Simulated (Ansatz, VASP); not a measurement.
**AlIn2Sb3: VASP beside Ansatz**

File INCAR:

```
ALGO = Normal
EDIFF = 1E-6
ENCUT = 520
GGA = PE
ISIF = 2
ISMEAR = 0
LASPH = True
LCHARG = True
LELF = True
LREAL = False
LVHAR = True
LWAVE = False
NBANDS = 56
NELM = 60
PREC = Accurate
SIGMA = 0.2
```

Contents of KPOINTS:

```
k-points
0
Gamma
  6 4 2
```

File POSCAR:

```
AlIn2Sb3
1.0
    2.2958287133     -3.9764919769      0.0000000000
   -6.8874861399     -3.9764919769      0.0000000000
    0.0000000000      0.0000000000    -11.2654252000
Al In Sb
2 4 6
Direct
    0.5000000000      0.8333333333      0.3329600000
    1.0000000000      0.3333333333      0.3329600000
    0.0000000000      0.0000000000      0.0058890000
    0.5000000000      0.5000000000      0.0058890000
    1.0000000000      0.6666666667      0.6620990000
    0.5000000000      0.1666666667      0.6620990000
    0.0000000000      0.0000000000      0.2611570000
    0.5000000000      0.5000000000      0.2611570000
    0.5000000000      0.8333333333      0.5720350000
    1.0000000000      0.3333333333      0.5720350000
    1.0000000000      0.6666666667      0.9158600000
    0.5000000000      0.1666666667      0.9158600000
```

Input for Ansatz:

```yaml
crystal:
  lattice:
    - [2.2958287133, -3.9764919769, 0.0]
    - [-6.8874861399, -3.9764919769, 0.0]
    - [0.0, 0.0, -11.2654252]
  atoms:
    - { symbol: Al, position: [0.5, 0.8333333333, 0.33296] }
    - { symbol: Al, position: [1.0, 0.3333333333, 0.33296] }
    - { symbol: In, position: [0.0, 0.0, 0.005889] }
    - { symbol: In, position: [0.5, 0.5, 0.005889] }
    - { symbol: In, position: [1.0, 0.6666666667, 0.662099] }
    - { symbol: In, position: [0.5, 0.1666666667, 0.662099] }
    - { symbol: Sb, position: [0.0, 0.0, 0.261157] }
    - { symbol: Sb, position: [0.5, 0.5, 0.261157] }
    - { symbol: Sb, position: [0.5, 0.8333333333, 0.572035] }
    - { symbol: Sb, position: [1.0, 0.3333333333, 0.572035] }
    - { symbol: Sb, position: [1.0, 0.6666666667, 0.91586] }
    - { symbol: Sb, position: [0.5, 0.1666666667, 0.91586] }
basis:
  ecutwfc: 420
kpoints:
  mp_grid: { grid: [6, 4, 2] }
hamiltonian:
  xc: pbe
scf:
  occupations: { method: gaussian, width: 0.2 }
  lower_state_search: "off"
output:
  forces: true
  stress: true
  eigenvalues: true
```

Alike in both runs: task single point; functional PBE; k mesh 6 × 4 × 2; occupations gaussian, width 0.2 eV; no spin polarisation.

```csv
,VASP,Ansatz
version,VASP 6.6.1,Ansatz 0.2.0
potentials or method,"VASP PAW PBE potentials, release 64 (Al, In_d, Sb), cutoff 520 eV","scalar-relativistic, plane waves, PAW"
valence electrons in the cell,88,148
```

|  | VASP | Ansatz | Ansatz less VASP |
| --- | --- | --- | --- |
| gap on the k mesh at the Fermi level (eV) | none | none | - |
| pressure (GPa) | 0.1 | 0.0 | -0.02 |
| traceless stress, the component that is largest in VASP (GPa) | -0.05 | -0.05 | -0.004 |
| rms of the force components (eV/Å) | 0.005 | 0.006 | +0.0007 |

Atom by atom the forces differ by 0.005 eV/Å (rms over components). A gap of «none» marks a metal or a gap that the smearing closes. VASP's potentials hold 88 valence electrons a cell and Ansatz's 148, so a difference there can come from the potentials and not from the codes.

Neither program's run includes spin-orbit coupling.
